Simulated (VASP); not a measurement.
# WSe2 (P6_3/mmc) in VASP: a series of runs, part 2 of 2

VASP 6.6.1.

### Step 3. Electric field gradients, PBEsol (volume scaled by 1.04)

INCAR

```
SYSTEM = WSe2
ALGO     = Normal         ! electronic algorithm
EDIFF    = 1E-8           ! SCF threshold, eV
ENCUT    = 520            ! plane-wave cutoff, eV
GGA      = PS             ! functional
ISIF     = 2              ! what is computed and relaxed
ISMEAR   = -1             ! smearing method
LASPH    = .TRUE.         ! aspherical terms in the spheres
LCHARG   = .FALSE.        ! write CHGCAR
LEFG     = .TRUE.       
LREAL    = .FALSE.        ! projectors in reciprocal space
LWAVE    = .FALSE.        ! write WAVECAR
NBANDS   = 35             ! bands
NELM     = 100            ! most SCF steps
PREC     = Accurate       ! precision mode
SIGMA    = 0.08           ! smearing width, eV
```

KPOINTS

```
k-points
0
G
  11 11 3
  0 0 0
```

POSCAR

```
WSe2
1.0
    3.3332928687      0.0000000000      0.0000000000
   -1.6666464343      2.8867163025      0.0000000000
    0.0000000000      0.0000000000     13.1406774676
W Se
2 4
Direct
    0.3333333333      0.6666666667      0.2500000000
    0.6666666667      0.3333333333      0.7500000000
    0.3333333333      0.6666666667      0.6210000000
    0.6666666667      0.3333333333      0.1210000000
    0.3333333333      0.6666666667      0.8790000000
    0.6666666667      0.3333333333      0.3790000000
```

Potentials or basis: VASP PAW PBE potentials, release 64 (W_sv, Se).

Command:

```bash
$ cat potpaw_PBE.64/W_sv/POTCAR potpaw_PBE.64/Se/POTCAR > POTCAR
$ mpirun -np 1 vasp_std > vasp.out
```

OUTCAR:

```text
SYSTEM = WSe2
   EDIFF = 1E-8
   ENCUT = 520
   GGA = PS
   ISIF = 2
   ISMEAR = -1
   LASPH = .TRUE.
   LREAL = .FALSE.
   NELM = 100
   PREC = Accurate

 ion  position               nearest neighbor table
   1  0.333  0.667  0.250-   4 2.56   6 2.56   4 2.56   6 2.56   4 2.56   6 2.56
   2  0.667  0.333  0.750-   3 2.56   5 2.56   3 2.56   5 2.56   3 2.56   5 2.56
   3  0.333  0.667  0.621-   2 2.56   2 2.56   2 2.56
   4  0.667  0.333  0.121-   1 2.56   1 2.56   1 2.56
   5  0.333  0.667  0.879-   2 2.56   2 2.56   2 2.56
   6  0.667  0.333  0.379-   1 2.56   1 2.56   1 2.56

  LATTYP: Found a hexagonal cell.
 ALAT       =     3.3332928687
 C/A-ratio  =     3.9422510968

  Lattice vectors:

 A1 = (   3.3332928687,   0.0000000000,   0.0000000000)
 A2 = (  -1.6666464343,   2.8867163025,   0.0000000000)
 A3 = (   0.0000000000,   0.0000000000,  13.1406774676)

Analysis of symmetry for initial positions (statically):
=====================================================================
 Subroutine PRICEL returns:
 Original cell was already a primitive cell.

 Routine SETGRP: Setting up the symmetry group for a
 hexagonal supercell.

 Subroutine GETGRP returns: Found 24 space group operations
 (whereof 12 operations were pure point group operations)
 out of a pool of 24 trial point group operations.

The static configuration has the point symmetry D_3d.
 The point group associated with its full space group is D_6h.

Analysis of symmetry for dynamics (positions and initial velocities):
=====================================================================
 Subroutine PRICEL returns:
 Original cell was already a primitive cell.

[... 1091 lines left out ...]
  Total       -4.7063974     -4.7063974     -4.5054018     -0.0000000      0.0000000      0.0000000
  in kB      -59.6353600    -59.6353600    -57.0885188     -0.0000000      0.0000000      0.0000000
  external PRESSURE =     -58.7864129 kB  Pullay stress =       0.0000000 kB

 VOLUME and BASIS-vectors are now :
 -----------------------------------------------------------------------------
  energy-cutoff  :      520.00
  volume of cell :      126.44
      direct lattice vectors                 reciprocal lattice vectors
     3.333292869  0.000000000  0.000000000     0.300003642  0.173207183  0.000000000
    -1.666646434  2.886716302  0.000000000     0.000000000  0.346414367  0.000000000
     0.000000000  0.000000000 13.140677468     0.000000000  0.000000000  0.076099577

 POSITION                                       TOTAL-FORCE (eV/Angst)
 -----------------------------------------------------------------------------------
     -0.00000      1.92448      3.28517         0.000000      0.000000     -0.000000
      1.66665      0.96224      9.85551        -0.000000     -0.000000     -0.000000
     -0.00000      1.92448      8.16036        -0.000000      0.000000      0.684222
      1.66665      0.96224      1.59002        -0.000000     -0.000000      0.684222
     -0.00000      1.92448     11.55066         0.000000     -0.000000     -0.684222
      1.66665      0.96224      4.98032         0.000000     -0.000000     -0.684222
 -----------------------------------------------------------------------------------
    total drift:                               -0.000000      0.000000     -0.000000

  FREE ENERGIE OF THE ION-ELECTRON SYSTEM (eV)
  ---------------------------------------------------
  free  energy   TOTEN  =       -46.4390080381 eV

  energy  without entropy=      -46.4388866692  energy(sigma->0) =      -46.43894735

 Electric field gradients (V/A^2)
---------------------------------------------------------------------
 ion       V_xx      V_yy      V_zz      V_xy      V_xz      V_yz
---------------------------------------------------------------------
   1      72.431    72.431  -144.862     0.001     0.000    -0.000
   2      72.431    72.431  -144.862     0.001    -0.000     0.000
   3      34.226    34.225   -68.451    -0.000     0.000    -0.000
   4      34.226    34.225   -68.451    -0.000    -0.000     0.000
   5      34.226    34.225   -68.451    -0.000    -0.000     0.000
   6      34.226    34.225   -68.451    -0.000     0.000    -0.000
---------------------------------------------------------------------

 Electric field gradients after diagonalization (V/A^2)
 (convention: |V_zz| > |V_xx| > |V_yy|)
----------------------------------------------------------------------
 ion       V_xx      V_yy      V_zz     asymmetry (V_yy - V_xx)/ V_zz
----------------------------------------------------------------------
   1      72.432    72.430  -144.862       0.000
   2      72.432    72.430  -144.862       0.000
   3      34.226    34.225   -68.451       0.000
   4      34.226    34.225   -68.451       0.000
   5      34.226    34.225   -68.451       0.000
   6      34.226    34.225   -68.451       0.000
----------------------------------------------------------------------

           NMR quadrupolar parameters

 Cq : quadrupolar parameter    Cq=e*Q*V_zz/h
 eta: asymmetry parameters     (V_yy - V_xx)/ V_zz
 Q  : nuclear electric quadrupole moment in mb (millibarn)
----------------------------------------------------------------------
 ion       Cq(MHz)       eta       Q (mb)
----------------------------------------------------------------------
   1      -0.350       0.000       1.000
   2      -0.350       0.000       1.000
   3      -0.166       0.000       1.000
   4      -0.166       0.000       1.000
   5      -0.166       0.000       1.000
   6      -0.166       0.000       1.000
----------------------------------------------------------------------
```

stdout:

```text
POSCAR found type information on POSCAR W Se
 POSCAR found :  2 types and       6 ions
 scaLAPACK will be used
 -----------------------------------------------------------------------------
|                                                                             |
|                                                                             |
|     You enforced a specific xc type in the INCAR file but a different       |
|     I HOPE YOU KNOW WHAT YOU ARE DOING!                                     |
|                                                                             |
 -----------------------------------------------------------------------------

 LDA part: xc-table for (Slater+PW92), standard interpolation
 POSCAR, INCAR and KPOINTS ok, starting setup
 FFT: planning ... GRIDC
 FFT: planning ... GRID_SOFT
 FFT: planning ... GRID
 WAVECAR not read
 entering main loop
ion   1

ion   2

ion   3

ion   4

ion   5

ion   6
```

Run time: 3.9 min. Hardware: 1 thread of Intel Xeon 6975P-C, shared host; peak memory 0.32 GiB.

Results:

| Quantity | Value |
| --- | --- |
| Free energy | -46.4390 eV |
| Pressure | -5.9 GPa |
| Largest force | 0.684 eV/Å |
| Band gap on the k mesh | 0.94 eV, indirect (least direct gap 1.64 eV) |

Forces in eV/Å, atoms in the order of the input:
```
W    0.000  0.000  0.000
W    0.000  0.000  0.000
Se   0.000  0.000  0.684
Se   0.000  0.000  0.684
Se   0.000  0.000 -0.684
Se   0.000  0.000 -0.684
```

Stress tensor (GPa, compression positive):
```
-5.96  0.00  0.00
 0.00 -5.96  0.00
 0.00  0.00 -5.71
```

Electric field gradients, principal values (V/Å²):
```tsv
atom	least	middle	greatest (by size)
1 W	72.430	72.432	-144.862
2 W	72.430	72.432	-144.862
3 Se	34.225	34.226	-68.451
4 Se	34.225	34.226	-68.451
5 Se	34.225	34.226	-68.451
6 Se	34.225	34.226	-68.451
```

Caveat: without QUAD_EFG the Cq values of the log hold for a quadrupole moment of 1 mb, not for the nuclei; the PAW data sets were made with another functional, which shifts forces and pressure a little; spin-orbit coupling is left out, which moves the levels of the heavy elements; this functional lacks dispersion, which binds the layers, so the pressure and a relaxed spacing across them are unreliable. A k mesh can miss the band edges.

### Step 4. Electric field gradients, PBEsol (volume scaled by 1.06)

INCAR

```
SYSTEM = WSe2
ALGO = Normal
EDIFF = 1E-8
ENCUT = 520
GGA = PS
ISIF = 2
ISMEAR = -1
LASPH = .TRUE.
LCHARG = .FALSE.
LEFG = .TRUE.
LREAL = .FALSE.
LWAVE = .FALSE.
NBANDS = 35
NELM = 80
PREC = Accurate
SIGMA = 0.08
```

KPOINTS is that of step 3.

POSCAR, as its differences from that of step 3:

```diff
@@ -2,5 +2,5 @@
 1.0
-    3.3332928687      0.0000000000      0.0000000000
-   -1.6666464343      2.8867163025      0.0000000000
-    0.0000000000      0.0000000000     13.1406774676
+    3.3545246059      0.0000000000      0.0000000000
+   -1.6772623029      2.9051035263      0.0000000000
+    0.0000000000      0.0000000000     13.2243783068
 W Se
```

Potentials or basis: VASP PAW PBE potentials, release 64 (W_sv, Se).

Command:

```bash
$ cat potpaw_PBE.64/W_sv/POTCAR potpaw_PBE.64/Se/POTCAR > POTCAR
$ mpirun -np 1 vasp_std > vasp.out
```

OUTCAR:

```text
SYSTEM = WSe2
   EDIFF = 1E-8
   ENCUT = 520
   GGA = PS
   ISIF = 2
   ISMEAR = -1
   LASPH = .TRUE.
   LREAL = .FALSE.
   NELM = 80
   PREC = Accurate

 ion  position               nearest neighbor table
   1  0.333  0.667  0.250-   4 2.58   6 2.58   4 2.58   6 2.58   4 2.58   6 2.58
   2  0.667  0.333  0.750-   3 2.58   5 2.58   3 2.58   5 2.58   3 2.58   5 2.58
   3  0.333  0.667  0.621-   2 2.58   2 2.58   2 2.58
   4  0.667  0.333  0.121-   1 2.58   1 2.58   1 2.58
   5  0.333  0.667  0.879-   2 2.58   2 2.58   2 2.58
   6  0.667  0.333  0.379-   1 2.58   1 2.58   1 2.58

  LATTYP: Found a hexagonal cell.
 ALAT       =     3.3545246059
 C/A-ratio  =     3.9422510968
[... 1154 lines left out ...]
   3      32.675    32.674   -65.349    -0.000    -0.000     0.000
   4      32.675    32.674   -65.349    -0.000     0.000    -0.000
   5      32.675    32.674   -65.349    -0.000     0.000    -0.000
   6      32.675    32.674   -65.349    -0.000    -0.000     0.000
---------------------------------------------------------------------

 Electric field gradients after diagonalization (V/A^2)
 (convention: |V_zz| > |V_xx| > |V_yy|)
----------------------------------------------------------------------
 ion       V_xx      V_yy      V_zz     asymmetry (V_yy - V_xx)/ V_zz
----------------------------------------------------------------------
   1      70.687    70.686  -141.373       0.000
   2      70.687    70.686  -141.373       0.000
   3      32.675    32.674   -65.349       0.000
   4      32.675    32.674   -65.349       0.000
   5      32.675    32.674   -65.349       0.000
   6      32.675    32.674   -65.349       0.000
----------------------------------------------------------------------

           NMR quadrupolar parameters

 Cq : quadrupolar parameter    Cq=e*Q*V_zz/h
 eta: asymmetry parameters     (V_yy - V_xx)/ V_zz
 Q  : nuclear electric quadrupole moment in mb (millibarn)
----------------------------------------------------------------------
 ion       Cq(MHz)       eta       Q (mb)
----------------------------------------------------------------------
   1      -0.342       0.000       1.000
   2      -0.342       0.000       1.000
   3      -0.158       0.000       1.000
   4      -0.158       0.000       1.000
   5      -0.158       0.000       1.000
   6      -0.158       0.000       1.000
----------------------------------------------------------------------
```

stdout:

```text
POSCAR found type information on POSCAR W Se
 POSCAR found :  2 types and       6 ions
 scaLAPACK will be used
 -----------------------------------------------------------------------------
|                                                                             |
|                                                                             |
|     You enforced a specific xc type in the INCAR file but a different       |
|     I HOPE YOU KNOW WHAT YOU ARE DOING!                                     |
|                                                                             |
 -----------------------------------------------------------------------------

 LDA part: xc-table for (Slater+PW92), standard interpolation
 POSCAR, INCAR and KPOINTS ok, starting setup
 FFT: planning ... GRIDC
 FFT: planning ... GRID_SOFT
 FFT: planning ... GRID
 WAVECAR not read
 entering main loop
ion   1

ion   2

ion   3

ion   4

ion   5

ion   6
```

Run time: 3.6 min. Hardware: 1 thread of Intel Xeon 6975P-C, shared host; peak memory 0.32 GiB.

What came out:

```yaml
Free_energy: -46.3337 eV
Pressure: -8.0 GPa
Largest_force: 0.957 eV/Å
Band_gap_on_the_k_mesh: 0.95 eV, indirect (least direct gap 1.60 eV)
```

Forces in eV/Å, atoms in the order of the input:
```
W    0.000  0.000  0.000
W    0.000  0.000  0.000
Se   0.000  0.000  0.957
Se   0.000  0.000  0.957
Se   0.000  0.000 -0.957
Se   0.000  0.000 -0.957
```

Stress tensor (GPa, compression positive):
```
-7.96  0.00  0.00
 0.00 -7.96  0.00
 0.00  0.00 -8.12
```

Levels at points of the mesh, in eV from the valence-band top:
```tsv
k point	band 22	band 23	band 24	band 25	band 26	band 27	band 28	band 29	band 30	band 31
(0.00, 0.00, 0.00)	-1.39	-1.39	-1.02	-0.94	0.00	2.51	2.51	2.56	2.56	2.56
```

Electric field gradients, principal values (V/Å²):
```tsv
atom	least	middle	greatest (by size)
1 W	70.686	70.687	-141.373
2 W	70.686	70.687	-141.373
3 Se	32.674	32.675	-65.349
4 Se	32.674	32.675	-65.349
5 Se	32.674	32.675	-65.349
6 Se	32.674	32.675	-65.349
```

Caveat: without QUAD_EFG the Cq values of the log hold for a quadrupole moment of 1 mb, not for the nuclei; the PAW data sets were made with another functional, which shifts forces and pressure a little; spin-orbit coupling is left out, which moves the levels of the heavy elements; this functional lacks dispersion, which binds the layers, so the pressure and a relaxed spacing across them are unreliable.

### Step 5. The runs side by side

| cell | gap on the mesh (eV) | pressure (GPa) | largest force (eV/Å) |
| --- | --- | --- | --- |
| a = 3.312, b = 3.312, c = 13.056 Å, angles 90.0, 90.0, 120.0°, 6 atoms | 0.93 | -3.5 | 0.39 |
| a = 3.333, b = 3.333, c = 13.141 Å, angles 90.0, 90.0, 120.0°, 6 atoms | 0.94 | -5.9 | 0.68 |
| a = 3.355, b = 3.355, c = 13.224 Å, angles 90.0, 90.0, 120.0°, 6 atoms | 0.95 | -8.0 | 0.96 |

Alike in all rows: task electric field gradients; level PBEsol; potentials or basis VASP PAW PBE potentials, release 64 (W_sv, Se); no spin polarisation; k mesh 11 × 11 × 3; cutoff (eV) 520; smearing fermi-dirac 0.08 eV.

Caveats: the PAW data sets were made with another functional, which shifts forces and pressure a little; spin-orbit coupling is left out, which moves the levels of the heavy elements; this functional lacks dispersion, which binds the layers, so the pressure and a relaxed spacing across them are unreliable.

Absolute energies hang on the potentials; compare differences alone.
